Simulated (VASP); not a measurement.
# TaN (P6_3mc) in VASP: further runs

Runs on TaN. Level: PBEsol. Tasks: single point.

Program: VASP 6.6.1. These are calculated values, not measurements. Logs are shortened: lines on timing, memory, paths and dates and some standing lists are left out, and cuts for length are marked.

## 1. The cell of the first run

Symmetry: P6_3mc, No. 186, hexagonal system. Conventional cell: a = 3.121 Å, b = 3.121 Å, c = 5.812 Å, α = 90.00°, β = 90.00°, γ = 120.00°. Ta (site symmetry 3m) has 4 N at 1.89 to 2.07 Å within 2.5 Å. N (site symmetry 3m) has 4 Ta at 1.89 to 2.07 Å within 2.5 Å.

## 2. Single point, PBEsol (volume 12.260 Å^3 an atom, c/a of the conventional cell 1.8620)

File INCAR:

```
SYSTEM = TaN
PREC = Accurate
ENCUT = 520
EDIFF = 1E-6
ISMEAR = 0
SIGMA = 0.15
LREAL = .False.
LASPH = .True.
NELM = 100
ALGO = Normal
ISIF = 2
LWAVE = .False.
LCHARG = .False.
GGA = PS
NBANDS = 24
```

File KPOINTS:

```
regular mesh
0
Gamma
  18 18 8
  0 0 0
```

File POSCAR:

```
TaN
1.0
    3.1213805346      0.0000000000      0.0000000000
   -1.5606902673      2.7031948378      0.0000000000
    0.0000000000      0.0000000000      5.8120105555
Ta N
2 2
Direct
    0.3333333333      0.6666666667      0.0301041378
    0.6666666667      0.3333333333      0.5301041378
    0.3333333333      0.6666666667      0.3548958622
    0.6666666667      0.3333333333      0.8548958622
```

Potentials or basis: VASP PAW PBE potentials, release 64 (Ta_pv, N).

On the command line:

```sh
$ cat potpaw_PBE.64/Ta_pv/POTCAR potpaw_PBE.64/N/POTCAR > POTCAR
$ mpirun -np 1 vasp_std > vasp.out
```

OUTCAR:

```text
SYSTEM = TaN
   PREC = Accurate
   ENCUT = 520
   EDIFF = 1E-6
   ISMEAR = 0
   LREAL = .False.
   LASPH = .True.
   NELM = 100
   ISIF = 2
   GGA = PS

 ion  position               nearest neighbor table
   1  0.333  0.667  0.030-   3 1.89   4 2.07   4 2.07   4 2.07   2 3.42   2 3.42   2 3.42   2 3.42
                             2 3.42   2 3.42
   2  0.667  0.333  0.530-   4 1.89   3 2.07   3 2.07   3 2.07   1 3.42   1 3.42   1 3.42   1 3.42
                             1 3.42   1 3.42
   3  0.333  0.667  0.355-   1 1.89   2 2.07   2 2.07   2 2.07
   4  0.667  0.333  0.855-   2 1.89   1 2.07   1 2.07   1 2.07

  LATTYP: Found a hexagonal cell.
 ALAT       =     3.1213805346
 C/A-ratio  =     1.8620000000

  Lattice vectors:

 A1 = (   3.1213805346,   0.0000000000,   0.0000000000)
 A2 = (  -1.5606902673,   2.7031948378,   0.0000000000)
 A3 = (   0.0000000000,   0.0000000000,   5.8120105555)

Analysis of symmetry for initial positions (statically):
=====================================================================
 Subroutine PRICEL returns:
 Original cell was already a primitive cell.

 Routine SETGRP: Setting up the symmetry group for a
 hexagonal supercell.

 Subroutine GETGRP returns: Found 12 space group operations
 (whereof  6 operations were pure point group operations)
 out of a pool of 24 trial point group operations.

The static configuration has the point symmetry C_3v.
 The point group associated with its full space group is C_6v.

Analysis of symmetry for dynamics (positions and initial velocities):
=====================================================================
 Subroutine PRICEL returns:
 Original cell was already a primitive cell.

 Routine SETGRP: Setting up the symmetry group for a
 hexagonal supercell.

 Subroutine GETGRP returns: Found 12 space group operations
 (whereof  6 operations were pure point group operations)
 out of a pool of 24 trial point group operations.

The dynamic configuration has the point symmetry C_3v.
 The point group associated with its full space group is C_6v.

 Subroutine INISYM returns: Found 12 space group operations
 (whereof  6 operations are pure point group operations),
 and found     1 'primitive' translations

----------------------------------------------------------------------------------------

                                     Primitive cell

  volume of cell :      49.0400

  direct lattice vectors                    reciprocal lattice vectors
     3.121380535  0.000000000  0.000000000     0.320371063  0.184966319  0.000000000
    -1.560690267  2.703194838  0.000000000     0.000000000  0.369932639  0.000000000
     0.000000000  0.000000000  5.812010555     0.000000000  0.000000000  0.172057499

  length of vectors
     3.121380535  3.121380535  5.812010555     0.369932639  0.369932639  0.172057499

  position of ions in fractional coordinates (direct lattice)
     0.333333333  0.666666667  0.030104138
     0.666666667  0.333333333  0.530104138
     0.333333333  0.666666667  0.354895862
     0.666666667  0.333333333  0.854895862

  ion indices of the primitive-cell ions
   primitive index   ion index
                 1           1
                 2           2
                 3           3
                 4           4

----------------------------------------------------------------------------------------

 KPOINTS: regular mesh

Automatic generation of k-mesh.
 Grid dimensions read from file:
 generate k-points for:   18   18    8

 Generating k-lattice:

  Cartesian coordinates                     Fractional coordinates (reciprocal lattice)
     0.017798392  0.010275907  0.000000000     0.055555556 -0.000000000  0.000000000
     0.000000000  0.020551813  0.000000000     0.000000000  0.055555556  0.000000000
     0.000000000  0.000000000  0.021507187     0.000000000  0.000000000  0.125000000

  Length of vectors
     0.020551813  0.020551813  0.021507187

  Shift w.r.t. Gamma in fractional coordinates (k-lattice)
     0.000000000  0.000000000  0.000000000

 Subroutine IBZKPT returns following result:
 ===========================================

 Found    185 irreducible k-points:

 Following reciprocal coordinates:
            Coordinates               Weight
  0.000000  0.000000  0.000000      1.000000
  0.055556 -0.000000  0.000000      6.000000
  0.111111 -0.000000  0.000000      6.000000
  0.166667  0.000000  0.000000      6.000000
  0.222222  0.000000  0.000000      6.000000
  0.277778  0.000000  0.000000      6.000000
[... 16 lines left out ...]
  0.333333  0.111111  0.000000     12.000000
  0.388889  0.111111  0.000000     12.000000
 [... further k-points ...]
   k-points           NKPTS =    185   k-points in BZ     NKDIM =    185   number of bands    NBANDS=     24
   number of dos      NEDOS =    301   number of ions     NIONS =      4
   total plane-waves  NPLWV =  27648
   dimension x,y,z NGX =    24 NGY =   24 NGZ =   48
   dimension x,y,z NGXF=    48 NGYF=   48 NGZF=   96
   ions per type =               2   2
   NGX,Y,Z   is equivalent  to a cutoff of  12.78, 12.78, 13.73 a.u.
   NGXF,Y,Z  is equivalent  to a cutoff of  25.56, 25.56, 27.46 a.u.
 SYSTEM =  TaN
   PREC   = accura    normal or accurate (medium, high low for compatibility)
   ISTART =      0    job   : 0-new  1-cont  2-samecut
   ICHARG =      2    charge: 1-file 2-atom 10-const
   ISPIN  =      1    spin polarized calculation?
   LNONCOLLINEAR =      F non collinear calculations
   LSORBIT =      F    spin-orbit coupling
   LASPH  =      T    aspherical Exc in radial PAW
   ENCUT  =  520.0 eV  38.22 Ry    6.18 a.u.   5.80  5.80 10.81*2*pi/ulx,y,z
   NELM   =    100;   NELMIN=  2; NELMDL= -5     # of ELM steps
   EDIFF  = 0.1E-05   stopping-criterion for ELM
   LREAL  =      F    real-space projection
   EDIFFG = 0.1E-04   stopping-criterion for IOM
   NSW    =      0    number of steps for IOM
   IBRION =     -1    ionic relax: 0-MD 1-quasi-New 2-CG
   NFREE  =      0    steps in history (QN), initial steepest desc. (CG)
   ISIF   =      2    stress and relaxation
   ISYM   =      2    0-nonsym 1-usesym 2-fastsym
   POTIM  = 0.5000    time-step for ionic-motion
   TEBEG  =    0.0;   TEEND  =   0.0 temperature during run
   PSTRESS=    0.0 pullay stress
   NELECT =      32.0000    total number of electrons
   NUPDOWN=      -1.0000    fix difference up-down
   EMIN   =  10.00;   EMAX   =-10.00  energy-range for DOS
   EFERMI =   0.00;   METHOD = LEGACY
   ISMEAR =     0;   SIGMA  =   0.15  broadening in eV -4-tet -1-fermi 0-gaus
   EFERMI_NEDOS =   21; number of points for ismear=-14 and -15
   IALGO  =     38    algorithm
   IMIX   =      4    mixing-type and parameters
     AMIX     =   0.40;   BMIX     =  1.00
     AMIX_MAG =   1.60;   BMIX_MAG =  1.00
  volume/ion in A,a.u.               =      12.26        82.73
  Fermi-wavevector in a.u.,A,eV,Ry     =   1.419955  2.683326 27.433060  2.016273
  Thomas-Fermi vector in A             =   2.540921
   LORBIT       =      0    0 simple, 1 ext, 2 COOP (PROOUT), +10 PAW based schemes
   GGA     = PS    functional components
   LHFCALC =     F    Hartree Fock is set to
   AEXX    =    0.0000 exact exchange contribution
   IVDW    =     0    specifies the selected vdW correction
   LEPSILON=     F    determine dielectric tensor
   LRPA    =     F    only Hartree local field effects (RPA)
 non-spin polarized calculation
 Gauss-broadening in eV      SIGMA  =   0.15
  energy-cutoff  :      520.00
  volume of cell :       49.04
 maximum number of plane-waves:      1340
 NGX is ok and might be reduce to    24
   NGX = 11   NGY = 11   NGZ = 21

 number of electron      31.9999996 magnetization

 Free energy of the ion-electron system (eV)
  ---------------------------------------------------
  ext. energy  EPLUGINS =         0.00000000
  ---------------------------------------------------
  free energy    TOTEN  =       -45.59750580 eV

  energy without entropy =      -45.58866874  energy(sigma->0) =      -45.59308727

 E-fermi :   6.9929     XC(G=0): -12.6101

 val. band max:        6.9856431072   @ k =   0.0556   0.0556   0.0000
 cond. band min:       6.9952759982   @ k =   0.0000   0.0000   0.1250
 fundamental gap:      0.0096328911
 Fermi energy:         6.9929272331

 k-point     1 :       0.0000    0.0000    0.0000
  band No.  band energies     occupation
      1     -28.6514      2.00000
      2     -28.1464      2.00000
      3     -27.8553      2.00000
      4     -27.8553      2.00000
      5     -27.8077      2.00000
      6     -27.8077      2.00000
[... 16 lines left out ...]
     23      12.2976      0.00000
     24      14.3194      0.00000

 k-point     2 :       0.0556   -0.0000    0.0000
  band No.  band energies     occupation
      1     -28.6453      2.00000
      2     -28.1467      2.00000
      3     -27.8742      2.00000
      4     -27.8601      2.00000
      5     -27.8278      2.00000
      6     -27.8114      2.00000
[... 16 lines left out ...]
     23      12.5285      0.00000
     24      14.0493      0.00000

 k-point     3 :       0.1111   -0.0000    0.0000
  band No.  band energies     occupation
      1     -28.6275      2.00000
      2     -28.1479      2.00000
      3     -27.9285      2.00000
      4     -27.8849      2.00000
      5     -27.8739      2.00000
      6     -27.8222      2.00000
[... 16 lines left out ...]
     23      13.1406      0.00000
     24      13.7927      0.00000

 k-point     4 :       0.1667    0.0000    0.0000
  band No.  band energies     occupation
      1     -28.5994      2.00000
      2     -28.1505      2.00000
      3     -28.0109      2.00000
      4     -27.9709      2.00000
      5     -27.8949      2.00000
      6     -27.8388      2.00000
[... 16 lines left out ...]
     23      13.5225      0.00000
     24      14.0117      0.00000

 k-point     5 :       0.2222    0.0000    0.0000
  band No.  band energies     occupation
      1     -28.5639      2.00000
      2     -28.1558      2.00000
      3     -28.1102      2.00000
      4     -28.0737      2.00000
      5     -27.9203      2.00000
      6     -27.8592      2.00000
[... 16 lines left out ...]
     23      13.2806      0.00000
     24      14.7704      0.00000

 k-point     6 :       0.2778    0.0000    0.0000
  band No.  band energies     occupation
      1     -28.5247      2.00000
      2     -28.2150      2.00000
      3     -28.1798      2.00000
      4     -28.1626      2.00000
      5     -27.9470      2.00000
      6     -27.8811      2.00000
[... 16 lines left out ...]
     23      13.0406      0.00000
     24      14.7218      0.00000
[... 379 lines left out ...]
 k-point    21 :       0.2222    0.1111    0.0000
  band No.  band energies     occupation
      1     -28.5116      2.00000
      2     -28.2201      2.00000
      3     -28.1980      2.00000
      4     -28.1661      2.00000
      5     -27.9721      2.00000
      6     -27.9134      2.00000
[... 16 lines left out ...]
     23      13.0899      0.00000
     24      14.5775      0.00000

 k-point    22 :       0.2778    0.1111    0.0000
  band No.  band energies     occupation
      1     -28.4764      2.00000
      2     -28.3038      2.00000
      3     -28.2753      2.00000
      4     -28.1786      2.00000
      5     -28.0047      2.00000
      6     -27.9398      2.00000
[... 16 lines left out ...]
     23      12.9896      0.00000
     24      13.9006      0.00000

 k-point    23 :       0.3333    0.1111    0.0000
  band No.  band energies     occupation
      1     -28.4575      2.00000
      2     -28.3640      2.00000
      3     -28.3298      2.00000
      4     -28.1937      2.00000
      5     -28.0310      2.00000
      6     -27.9612      2.00000
[... 16 lines left out ...]
     23      13.0827      0.00000
     24      13.2863      0.00000

 k-point    24 :       0.3889    0.1111    0.0000
  band No.  band energies     occupation
      1     -28.4664      2.00000
      2     -28.3976      2.00000
      3     -28.3442      2.00000
      4     -28.2081      2.00000
      5     -28.0481      2.00000
      6     -27.9751      2.00000
[... 16 lines left out ...]
     23      12.7441      0.00000
     24      13.3138      0.00000

 [... further k-points ...]
[... 5 lines left out ...]
  --------------------------------------------------------------------------------------
  -------------------------------------------------------------------------------------
  Total        2.4425948      2.4425948     10.4426227      0.0000000     -0.0000000      0.0000000
  in kB       79.8015917     79.8015917    341.1691155      0.0000000     -0.0000000      0.0000000
  external PRESSURE =     166.9240996 kB  Pullay stress =       0.0000000 kB

 VOLUME and BASIS-vectors are now :
 -----------------------------------------------------------------------------
  energy-cutoff  :      520.00
  volume of cell :       49.04
      direct lattice vectors                 reciprocal lattice vectors
     3.121380535  0.000000000  0.000000000     0.320371063  0.184966319  0.000000000
    -1.560690267  2.703194838  0.000000000     0.000000000  0.369932639  0.000000000
     0.000000000  0.000000000  5.812010555     0.000000000  0.000000000  0.172057499

 POSITION                                       TOTAL-FORCE (eV/Angst)
 -----------------------------------------------------------------------------------
     -0.00000      1.80213      0.17497        -0.000000      0.000000     -1.211758
      1.56069      0.90106      3.08097         0.000000      0.000000     -1.211758
     -0.00000      1.80213      2.06266         0.000000     -0.000000      1.211758
      1.56069      0.90106      4.96866        -0.000000      0.000000      1.211758
 -----------------------------------------------------------------------------------
    total drift:                               -0.000000      0.000000      0.002610

  FREE ENERGIE OF THE ION-ELECTRON SYSTEM (eV)
  ---------------------------------------------------
  free  energy   TOTEN  =       -45.5975057970 eV

  energy  without entropy=      -45.5886687417  energy(sigma->0) =      -45.59308727
```

It took 2 min on 1 thread of Intel Xeon Platinum 8488C (Sapphire Rapids), shared host; peak memory 0.31 GiB.

Results:

```yaml
Free_energy: -45.5975 eV
Pressure: 16.7 GPa
Largest_force: 1.212 eV/Å
Band_gap_on_the_k_mesh: zero (band 16 reaches 7.43 eV, above the bottom of band 17 at 6.79 eV)
```

Forces on the atoms (eV/Å):
```
Ta   0.000  0.000 -1.212
Ta   0.000  0.000 -1.212
N    0.000  0.000  1.212
N    0.000  0.000  1.212
```

Caveat: the PAW data sets were made with another functional, which shifts forces and pressure a little; spin-orbit coupling is left out, which moves the levels of the heavy elements.

## 3. Single point, PBEsol (volume 12.260 Å^3 an atom, c/a of the conventional cell 2.0179)

File INCAR:

```
SYSTEM = TaN
  ALGO = Normal
  EDIFF = 1E-7
  ENCUT = 520
  GGA = PS
  ISIF = 2
  ISMEAR = 0
  LASPH = .True.
  LCHARG = .False.
  LREAL = .False.
  LWAVE = .False.
  NBANDS = 24
  NELM = 80
  PREC = Accurate
  SIGMA = 0.15
```

File KPOINTS:

```
k-points
0
Gamma
  18 18 8
  0 0 0
```

File POSCAR:

```
TaN
1.0
    3.0388322714      0.0000000000      0.0000000000
   -1.5194161357      2.6317059449      0.0000000000
    0.0000000000      0.0000000000      6.1320596405
Ta N
2 2
Direct
    0.3333333333      0.6666666667      0.0301041378
    0.6666666667      0.3333333333      0.5301041378
    0.3333333333      0.6666666667      0.3548958622
    0.6666666667      0.3333333333      0.8548958622
```

Potentials or basis: VASP PAW PBE potentials, release 64 (Ta_pv, N).

On the command line:

```sh
$ cat potpaw_PBE.64/Ta_pv/POTCAR potpaw_PBE.64/N/POTCAR > POTCAR
$ mpirun -np 1 vasp_std > vasp.out
```

OUTCAR:

```text
SYSTEM = TaN
   EDIFF = 1E-7
   ENCUT = 520
   GGA = PS
   ISIF = 2
   ISMEAR = 0
   LASPH = .True.
   LREAL = .False.
   NELM = 80
   PREC = Accurate

 ion  position               nearest neighbor table
   1  0.333  0.667  0.030-   3 1.99   4 2.06   4 2.06   4 2.06   2 3.53   2 3.53   2 3.53   2 3.53
                             2 3.53   2 3.53
   2  0.667  0.333  0.530-   4 1.99   3 2.06   3 2.06   3 2.06   1 3.53   1 3.53   1 3.53   1 3.53
                             1 3.53   1 3.53
   3  0.333  0.667  0.355-   1 1.99   2 2.06   2 2.06   2 2.06
[... 847 lines left out ...]

 [... further k-points ...]
[... 5 lines left out ...]
  --------------------------------------------------------------------------------------
  -------------------------------------------------------------------------------------
  Total        4.7349797      4.7349797      0.4231273     -0.0000000      0.0000000      0.0000000
  in kB      154.6957014    154.6957014     13.8239188     -0.0000000      0.0000000      0.0000000
  external PRESSURE =     107.7384406 kB  Pullay stress =       0.0000000 kB

 VOLUME and BASIS-vectors are now :
 -----------------------------------------------------------------------------
  energy-cutoff  :      520.00
  volume of cell :       49.04
      direct lattice vectors                 reciprocal lattice vectors
     3.038832271  0.000000000  0.000000000     0.329073773  0.189990831  0.000000000
    -1.519416136  2.631705945  0.000000000     0.000000000  0.379981662  0.000000000
     0.000000000  0.000000000  6.132059640     0.000000000  0.000000000  0.163077344

 POSITION                                       TOTAL-FORCE (eV/Angst)
 -----------------------------------------------------------------------------------
     -0.00000      1.75447      0.18460         0.000000     -0.000000      0.828893
      1.51942      0.87724      3.25063        -0.000000      0.000000      0.828893
     -0.00000      1.75447      2.17624         0.000000     -0.000000     -0.828893
      1.51942      0.87724      5.24227        -0.000000      0.000000     -0.828893
 -----------------------------------------------------------------------------------
    total drift:                               -0.000000      0.000000      0.000108

  FREE ENERGIE OF THE ION-ELECTRON SYSTEM (eV)
  ---------------------------------------------------
  free  energy   TOTEN  =       -45.6863244316 eV

  energy  without entropy=      -45.6754640053  energy(sigma->0) =      -45.68089422
```

Wall time 2 min (1 thread of Intel Xeon Platinum 8488C (Sapphire Rapids), shared host); peak memory 0.31 GiB.

What came out:

| Item | Value |
| --- | --- |
| Free energy | -45.6863 eV |
| Pressure | 10.8 GPa |
| Largest force | 0.829 eV/Å |
| Band gap on the k mesh | zero (band 16 reaches 7.07 eV, above the bottom of band 17 at 6.75 eV) |

Forces on the atoms (eV/Å):
```
Ta   0.000  0.000  0.829
Ta   0.000  0.000  0.829
N    0.000  0.000 -0.829
N    0.000  0.000 -0.829
```

Stress tensor (GPa, compression positive):
```
15.47  0.00  0.00
 0.00 15.47  0.00
 0.00  0.00  1.38
```

Levels at points of the mesh, in eV from the Fermi level:
```csv
k point,band 13,band 14,band 15,band 16,band 17,band 18,band 19,band 20
"(0.00, 0.00, 0.00)",-4.58,-4.58,-0.77,-0.54,0.32,0.32,2.37,2.37
"(0.50, 0.00, 0.00)",-4.78,-3.71,-2.47,-0.44,1.11,2.31,3.03,4.00
"(0.00, 0.00, 0.50)",-5.02,-5.02,0.19,0.19,1.12,1.12,1.12,1.12
"(0.50, 0.00, 0.50)",-4.80,-4.80,-1.06,-1.06,1.51,1.51,3.84,3.84
```

Caveat: the PAW data sets were made with another functional, which shifts forces and pressure a little; spin-orbit coupling is left out, which moves the levels of the heavy elements.
